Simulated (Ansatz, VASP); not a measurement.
# C in VASP and in Ansatz

Contents of POSCAR:

```
C
1.0
    1.7615716749      1.7615716749      0.0000000000
   -1.7615716749      1.7615716749      0.0000000000
    0.0000000000      1.7615716749      1.7615716749
C
2
Direct
    0.5000000000      0.5000000000      0.0000000000
    0.7500000000      0.2500000000      0.5000000000
```

File INCAR.step1:

```
PREC = Accurate
ENCUT = 1430
ISMEAR = 0
SIGMA = 0.01
LREAL = False
LASPH = True
NELM = 120
NBANDS = 11
GGA = PE
ALGO = Normal
EDIFF = 1E-5
LWAVE = True
LCHARG = False
GGA_COMPAT = False
```

Contents of INCAR.step2:

```
PREC = Accurate
ENCUT = 1430
EDIFF = 1E-6
ISMEAR = 0
SIGMA = 0.01
LREAL = False
LASPH = True
NELM = 120
ALGO = Normal
ISIF = 2
LWAVE = False
LCHARG = False
METAGGA = R2SCAN
LMIXTAU = True
NBANDS = 11
ISTART = 1
GGA_COMPAT = False
```

File KPOINTS:

```
regular mesh
0
Gamma
  12 12 12
```

Input for Ansatz:

```yaml
crystal:
  lattice:
    - [1.76157167494, 1.76157167494, 0.0]
    - [-1.76157167494, 1.76157167494, 0.0]
    - [0.0, 1.76157167494, 1.76157167494]
  atoms:
    - { symbol: C, position: [0.5, 0.5, 0.0] }
    - { symbol: C, position: [0.75, 0.25, 0.5] }
kpoints:
  mp_grid: { grid: [12, 12, 12] }
scf:
  occupations: { method: fixed }
  convergence: { dr2_threshold: 1.0e-10 }
hamiltonian:
  xc: r2scan
  pseudopotentials: { kind: paw }
output:
  forces: true
  stress: true
  eigenstates:
    kpoints:
      - [0.0, 0.0, 0.0]
      - [0.361994459, -0.361994459, 0.0]
      - [0.361994459, 0.361994459, 0.361994459]
      - [0.0, 0.0, 0.361994459]
      - [-0.5, -0.5, -0.5]
      - [-0.5, 0.5, 0.0]
      - [0.0, 0.0, -0.5]
      - [0.0, -0.5, -0.5]
      - [0.0, 0.5, 0.0]
      - [-0.5, 0.0, 0.0]
      - [-0.5, 0.0, -0.5]
  eigenvalues: true
```

Alike in both runs: task single point; functional r2SCAN; k mesh 12 × 12 × 12; no spin polarisation.

|  | VASP | Ansatz |
| --- | --- | --- |
| version | VASP 6.6.1 | Ansatz 0.2.0 |
| potentials or method | VASP PAW PBE potentials, release 64 (C_h) | PAW with Ansatz's default frozen-core files, scalar-relativistic |
| plane-wave cutoff (eV) | 1430 | 500 |
| occupations | gaussian, width 0.01 eV | fixed |
| valence electrons in the cell | 8 | 8 |

|  | VASP | Ansatz | Ansatz less VASP |
| --- | --- | --- | --- |
| gap on the k mesh at the Fermi level (eV) | 4.46 | 4.46 | -0.002 |
| pressure (GPa) | 14.4 | 15.0 | +0.67 |

VASP's potentials were made for PBE, not for r2SCAN.
